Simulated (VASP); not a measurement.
Wanted: the native input for a VASP 6.6.1 run.

* Task: single point
* Functional: PBE
* Potentials or basis: VASP PAW PBE potentials, release 64 (In_d, As)
* Cutoff: 500 eV
* k mesh: 4 × 4 × 4
* Occupations: gaussian, width 0.1 eV
* Spin: no spin polarisation
* Hubbard terms: In d U = 3.1 eV, J = 0.61 eV
* Dipole correction: no
* LDAUTYPE: 1
* Hund's J: 0.61
* Further INCAR settings: ALGO = Normal; EDIFF = 1e-06; NBANDS = 16

The structure of InAs lies in POSCAR:

```
InAs
1.0
    0.0000000000      2.8773040000      2.8773040000
    2.8773040000      0.0000000000      2.8773040000
    2.8773040000      2.8773040000      0.0000000000
In As
1 1
Direct
    0.5000000000      0.5000000000      0.5000000000
    0.0000000000      0.0000000000      0.0000000000
```

One way to write it, as run:

INCAR

```
  PREC = Accurate
  ENCUT = 500
  EDIFF = 1E-6
  ISMEAR = 0
  SIGMA = 0.1
  LREAL = F
  LASPH = T
  NELM = 200
  ALGO = Normal
  ISIF = 2
  LWAVE = F
  LCHARG = F
  LDAU = T
  LDAUTYPE = 1
  LDAUL = 2 -1
  LDAUU = 3.1 0
  LDAUJ = 0.61 0
  LDAUPRINT = 1
  GGA = PE
  NBANDS = 16
  GGA_COMPAT = F
```

KPOINTS

```
Automatic mesh
0
Gamma
  4 4 4
```

Potentials or basis: VASP PAW PBE potentials, release 64 (In_d, As).

Command:

```sh
$ cat potpaw_PBE.64/In_d/POTCAR potpaw_PBE.64/As/POTCAR > POTCAR
$ mpirun -np 1 vasp_std > vasp.out
```

Results of the run:

- Pressure: 0.0 GPa
- Band gap on the k mesh: zero (band 9 reaches 6.14 eV, above the bottom of band 10 at 3.77 eV)

Caveat: the k points lie up to 0.47 Å⁻¹ apart; spin-orbit coupling is left out, which moves the levels of the heavy elements; U without spin polarisation on a metal has little footing; the U is typed as a test and isn't derived for this compound.

It took 7.6 s on 1 thread of Intel(R) Xeon(R) 6975P-C (Granite Rapids) (shared host), peak memory 0.16 GiB.
